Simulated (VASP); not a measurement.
A run of VASP 6.6.1 is set up as follows.

INCAR

```
SYSTEM = SnTe
PREC     = Accurate       ! precision mode
ENCUT    = 520            ! plane-wave cutoff, eV
EDIFF    = 1E-6           ! SCF threshold, eV
ISMEAR   = 0              ! smearing method
SIGMA    = 0.03           ! smearing width, eV
LREAL    = .FALSE.        ! projectors in reciprocal space
LASPH    = .TRUE.         ! aspherical terms in the spheres
NELM     = 80             ! most SCF steps
ALGO     = Normal         ! electronic algorithm
ISIF     = 2              ! what is computed and relaxed
LWAVE    = .FALSE.        ! write WAVECAR
LCHARG   = .FALSE.        ! write CHGCAR
GGA      = PS             ! functional
NBANDS   = 17             ! bands
```

File KPOINTS:

```
regular mesh
0
G
  10 10 10
  0 0 0
```

Contents of POSCAR:

```
SnTe
1.0
    0.0000000000      3.1565000000      3.1565000000
    3.1565000000      0.0000000000      3.1565000000
    3.1565000000      3.1565000000      0.0000000000
Sn Te
1 1
Direct
    0.0000000000      0.0000000000      0.0000000000
    0.5000000000      0.5000000000      0.4775983912
```

Potentials or basis: VASP PAW PBE potentials, release 64 (Sn_d, Te).

Launch:

```sh
$ cat potpaw_PBE.64/Sn_d/POTCAR potpaw_PBE.64/Te/POTCAR > POTCAR
$ mpirun -np 1 vasp_std > vasp.out
```

Problem. What does it give for the band gap on the k mesh?

Solution. 0.10 eV, direct.

Problem. Estimate the pressure.

Solution. -0.4 GPa.

Problem. Estimate the largest force.

Solution. 0.027 eV/Å.

Forces in eV/Å, atoms in the order of the input:
```
Sn  -0.019 -0.019  0.000
Te   0.019  0.019  0.000
```

Caveat: the cell differs from its parent crystal (all Te atoms moved -0.100 Å, as atom 2 along Cartesian [1 1 0]); the PAW data sets were made with another functional, which shifts forces and pressure a little; spin-orbit coupling is left out, which moves the levels of the heavy elements. A k mesh can miss the band edges.
